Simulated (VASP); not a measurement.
Wanted: the native input for a VASP 6.6.1 run.

```
Task                   : single point
Functional             : PBE
Potentials or basis    : VASP PAW PBE potentials, release 64 (Na_pv)
Cutoff                 : 520 eV
k mesh                 : 15 × 15 × 8
Occupations            : gaussian, width 0.15 eV
Spin                   : no spin polarisation
Dipole correction      : no
Further INCAR settings : ALGO = Fast; EDIFF = 1e-06; NBANDS = 14
```

The structure of Na lies in POSCAR:

```
Na
1.0
    3.8947955076      0.0000000000      0.0000000000
   -1.9473977538      3.3729918521      0.0000000000
    0.0000000000      0.0000000000      6.1030356778
Na
2
Direct
    0.1464172299      0.6666666667      0.2500000000
    0.8535827701      0.3333333333      0.7500000000
```

This cell differs from its parent crystal: atoms displaced along a vibrational mode, the cell strained.

The input as run:

INCAR

```
SYSTEM = Na
ALGO = Fast ; EDIFF = 1E-6
ENCUT = 520 ; GGA = PE
ISIF = 2 ; ISMEAR = 0
LASPH = .True. ; LCHARG = .False.
LREAL = .False. ; LWAVE = .False.
NBANDS = 14 ; NELM = 60
PREC = Accurate ; SIGMA = 0.15
```

KPOINTS

```
k-points
0
Gamma
  15 15 8
  0 0 0
```

Potentials or basis: VASP PAW PBE potentials, release 64 (Na_pv).

Launch:

```bash
$ cat potpaw_PBE.64/Na_pv/POTCAR > POTCAR
$ mpirun -np 1 vasp_std > vasp.out
```

Results of the run:

| Quantity | Value |
| --- | --- |
| Pressure | -0.4 GPa |
| Largest force | 0.165 eV/Å |
| Band gap on the k mesh | zero (bands 7 and 8 overlap by 4.06 eV) |

Caveat: the cell differs from its parent crystal (atoms displaced along a vibrational mode, the cell strained).

Run time: 14 min on 1 thread of Intel Xeon 8259CL (shared host), peak memory 0.55 GiB.
